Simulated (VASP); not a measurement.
# Hg (P6_3/mmc) in VASP: notebook, part 2 of 2

VASP 6.6.1. Earlier steps stand in the parts before.

**4. Single point, PBEsol+D3(BJ)**

This run uses another cell than the first one, of 20.99 Å³/atom, 1.014 times its volume.

Contents of INCAR:

```
  PREC = Accurate
  ENCUT = 520
  EDIFF = 1E-6
  ISMEAR = 0
  SIGMA = 0.15
  LREAL = False
  LASPH = True
  NELM = 80
  ALGO = Fast
  ISIF = 2
  LWAVE = False
  LCHARG = False
  GGA = PS
  IVDW = 12
  NBANDS = 19
```

Contents of KPOINTS:

```
regular mesh
0
Gamma
  18 18 10
```

Contents of POSCAR:

```
Hg
1.0
    3.1540667384      0.0000000000      0.0000000000
   -1.5770333692      2.7315019207      0.0000000000
    0.0000000000      0.0000000000      4.8734000000
Hg
2
Direct
    0.6666666667      0.3333333333      0.7500000000
    0.3333333333      0.6666666667      0.2500000000
```

Potentials or basis: VASP PAW PBE potentials, release 64 (Hg).

Launch:

```bash
> cat potpaw_PBE.64/Hg/POTCAR > POTCAR
> mpirun -np 1 vasp_std > vasp.out
```

OUTCAR:

```text
PREC = Accurate
   ENCUT = 520
   EDIFF = 1E-6
   ISMEAR = 0
   LREAL = False
   LASPH = True
   NELM = 80
   ISIF = 2
   GGA = PS
   IVDW = 12
 IVDW          = 12

 ion  position               nearest neighbor table
   1  0.667  0.333  0.750-   2 3.04   2 3.04   2 3.04   2 3.04   2 3.04   2 3.04
   2  0.333  0.667  0.250-   1 3.04   1 3.04   1 3.04   1 3.04   1 3.04   1 3.04

  LATTYP: Found a hexagonal cell.
 ALAT       =     3.1540667384
 C/A-ratio  =     1.5451163226

  Lattice vectors:

 A1 = (   3.1540667384,   0.0000000000,   0.0000000000)
 A2 = (  -1.5770333692,   2.7315019207,   0.0000000000)
 A3 = (   0.0000000000,   0.0000000000,   4.8734000000)

Analysis of symmetry for initial positions (statically):
=====================================================================
 Subroutine PRICEL returns:
 Original cell was already a primitive cell.

 Routine SETGRP: Setting up the symmetry group for a
 hexagonal supercell.

 Subroutine GETGRP returns: Found 24 space group operations
 (whereof 12 operations were pure point group operations)
 out of a pool of 24 trial point group operations.

The static configuration has the point symmetry D_3d.
[... 164 lines left out ...]

 E-fermi :   3.5882     XC(G=0): -11.7034

 val. band max:        3.5701330632   @ k =   0.4444   0.0556   0.3000
 cond. band min:       3.5883278458   @ k =   0.3333   0.1111   0.0000
 fundamental gap:      0.0181947826
 Fermi energy:         3.5881732733

 k-point     1 :       0.0000    0.0000    0.0000
  band No.  band energies     occupation
      1      -6.5754      2.00000
      2      -5.0925      2.00000
      3      -3.7553      2.00000
      4      -3.7553      2.00000
      5      -3.6604      2.00000
      6      -3.5412      2.00000
[... 505 lines left out ...]
      6      -3.3027      2.00000
[... 11 lines left out ...]
     18      15.3613      0.00000
     19      15.7740      0.00000

 [... further k-points ...]

------------------------ aborting loop because EDIFF is reached ----------------------------------------

 Edisp (eV)   -0.95501

 E8    (eV) :    -0.6483

  FORCE on cell =-STRESS in cart. coord.  units (eV):
  Direction    XX          YY          ZZ          XY          YZ          ZX
  --------------------------------------------------------------------------------------
  -------------------------------------------------------------------------------------
  Total       0.76804     0.76804     0.95225     0.00000     0.00000     0.00000
  in kB      29.30820    29.30820    36.33779     0.00000     0.00000     0.00000
  external pressure =       31.65 kB  Pullay stress =        0.00 kB

 VOLUME and BASIS-vectors are now :
 -----------------------------------------------------------------------------
  energy-cutoff  :      520.00
  volume of cell :       41.99
      direct lattice vectors                 reciprocal lattice vectors
     3.154066738  0.000000000  0.000000000     0.317050996  0.183049478  0.000000000
    -1.577033369  2.731501921  0.000000000     0.000000000  0.366098955  0.000000000
     0.000000000  0.000000000  4.873400000     0.000000000  0.000000000  0.205195551

 POSITION                                       TOTAL-FORCE (eV/Angst)
 -----------------------------------------------------------------------------------
      1.57703      0.91050      3.65505        -0.000000      0.000000      0.000000
     -0.00000      1.82100      1.21835         0.000000     -0.000000      0.000000
 -----------------------------------------------------------------------------------
    total drift:                               -0.000000      0.000000     -0.000000

  FREE ENERGIE OF THE ION-ELECTRON SYSTEM (eV)
  ---------------------------------------------------
  free  energy   TOTEN  =        -1.9380754989 eV

  energy  without entropy=       -1.9292154658  energy(sigma->0) =       -1.93364548
```

stdout:

```text
POSCAR found type information on POSCAR Hg
 POSCAR found :  1 types and       2 ions
 scaLAPACK will be used
 -----------------------------------------------------------------------------
|                                                                             |
|                                                                             |
|     You enforced a specific xc type in the INCAR file but a different       |
|     I HOPE YOU KNOW WHAT YOU ARE DOING!                                     |
|                                                                             |
 -----------------------------------------------------------------------------

 LDA part: xc-table for (Slater+PW92), standard interpolation
 POSCAR, INCAR and KPOINTS ok, starting setup
 FFT: planning ... GRIDC
 FFT: planning ... GRID_SOFT
 FFT: planning ... GRID
 WAVECAR not read
 entering main loop
```

Run time: 34 s. Hardware: 1 thread of Intel Xeon 6975P-C (Granite Rapids), shared host; peak memory 0.27 GiB.

Results:

```yaml
Free_energy: -1.9381 eV
Pressure: 3.2 GPa
Band_gap_on_the_k_mesh: zero (band 12 reaches 4.07 eV, above the bottom of band 13 at 2.89 eV)
Dispersion_energy_per_atom: -0.478 eV
```

Levels at points of the mesh, in eV from the Fermi level:
| k point | band 8 | band 9 | band 10 | band 11 | band 12 | band 13 | band 14 | band 15 | band 16 | band 17 |
| --- | --- | --- | --- | --- | --- | --- | --- | --- | --- | --- |
| (0.00, 0.00, 0.00) | -7.06 | -7.06 | -6.03 | -6.03 | -1.91 | -0.69 | 12.74 | 12.74 | 12.82 | 14.79 |
| (0.50, 0.00, 0.00) | -6.07 | -5.91 | -5.81 | -2.83 | -2.69 | 3.44 | 3.54 | 4.31 | 6.62 | 7.86 |
| (0.00, 0.00, 0.50) | -7.08 | -6.31 | -6.31 | -6.31 | -6.31 | 8.27 | 8.27 | 13.07 | 13.07 | 13.90 |
| (0.50, 0.00, 0.50) | -6.05 | -5.96 | -5.96 | -1.73 | -1.73 | -0.31 | -0.31 | 9.42 | 9.42 | 11.21 |

Caveat: the PAW data sets were made with another functional, which shifts forces and pressure a little; spin-orbit coupling is left out, which moves the levels of the heavy elements; pairwise dispersion overbinds metals, which lowers pressure and volume.

**5. Summary**

```csv
cell,further INCAR settings,gap on the mesh (eV),pressure (GPa)
"a = 3.075, b = 3.075, c = 5.055 Å, angles 90.0, 90.0, 120.0°, 2 atoms",ALGO = Fast; EDIFF = 1e-06; NBANDS = 19,none,4.0
"a = 3.193, b = 3.194, c = 4.691 Å, angles 90.0, 90.0, 120.0°, 2 atoms",ALGO = Fast; EDIFF = 1e-07; NBANDS = 19,none,4.5
"a = 3.154, b = 3.154, c = 4.873 Å, angles 90.0, 90.0, 120.0°, 2 atoms",ALGO = Fast; EDIFF = 1e-06; NBANDS = 19,none,3.2
```

Alike in all rows: task single point; level PBEsol+D3(BJ); potentials or basis VASP PAW PBE potentials, release 64 (Hg); no spin polarisation; k mesh 18 × 18 × 10; cutoff (eV) 520; smearing gaussian 0.15 eV.

Caveats: the PAW data sets were made with another functional, which shifts forces and pressure a little; spin-orbit coupling is left out, which moves the levels of the heavy elements; pairwise dispersion overbinds metals, which lowers pressure and volume.

Total energies depend on the potentials used, so only differences within one code and one set of settings carry meaning.
